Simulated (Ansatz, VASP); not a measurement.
# Cu: VASP beside Ansatz

```
Cu
1.0
     0.00000    1.86025    1.90562
     1.86025    0.00000    1.90562
     1.86025    1.86025    0.00000
Cu
1
Direct
  0.00000 0.00000 0.00000
```

Change from the starting cell: strain +0.025 along x and y, +0.050 along z, atoms carried along.

Alike in both runs: task single point; functional PBE; k mesh 28 × 28 × 28; occupations gaussian, width 0.15 eV; no spin polarisation.

```csv
,VASP,Ansatz
version,VASP 6.6.1,Ansatz 0.2.0
potentials or method,"VASP PAW PBE potentials, release 64 (Cu_sv_GW), cutoff 700 eV","scalar-relativistic, plane waves, PAW"
valence electrons in the cell,19,19
```

```tsv
	VASP	Ansatz	Ansatz less VASP
gap on the k mesh at the Fermi level (eV)	none	none	-
pressure (GPa)	-14.3	-10.8	+3.53
traceless stress, the component that is largest in VASP (GPa)	-0.78	-0.77	+0.009
```

A gap of «none» marks a metal or a gap that the smearing closes. The functional is the same, so the differences come from potentials, cutoffs and numerics.
